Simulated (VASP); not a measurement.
Runs of VASP 6.6.1 on H. The structure is that of space group P6_3/mmc (No. 194), or close to it. The cells are those of the table. 

| task | cell | cutoff (eV) | gap on the mesh (eV) | pressure (GPa) | relaxed volume (Å³/atom) | largest force (eV/Å) |
| --- | --- | --- | --- | --- | --- | --- |
| single point | a = 3.948, b = 3.948, c = 5.173 Å, angles 90.0, 90.0, 120.0°, 4 atoms | 520 | (b) | -0.2 | - | 0.02 |
| relaxation of shape and atoms at fixed volume | relaxed from a = 3.832, b = 3.832, c = 5.025 Å, angles 90.0, 90.0, 120.0°, 4 atoms | 600 | 9.30 | 0.0 | 15.98 | - |
| single point | a = 3.910, b = 3.910, c = 5.126 Å, angles 90.0, 90.0, 120.0°, 4 atoms | 520 | 9.35 | -0.2 | - | 0.02 |
| single point | a = 3.747, b = 3.747, c = 4.931 Å, angles 90.0, 90.0, 120.0°, 4 atoms | 520 | (a) | -0.1 | - | 0.01 |
| relaxation of cell and atoms | relaxed from a = 3.840, b = 3.840, c = 5.047 Å, angles 90.0, 90.0, 120.0°, 4 atoms | 600 | 9.30 | 0.0 | 16.13 | - |

Alike in all rows: level PBE; potentials or basis VASP PAW PBE potentials, release 64 (H); no spin polarisation; k mesh 9 × 9 × 6; smearing gaussian 0.02 eV.

Problem. Estimate the missing entries.

Solution. (a) 9.21; (b) 9.37.

A k mesh can miss the band edges.
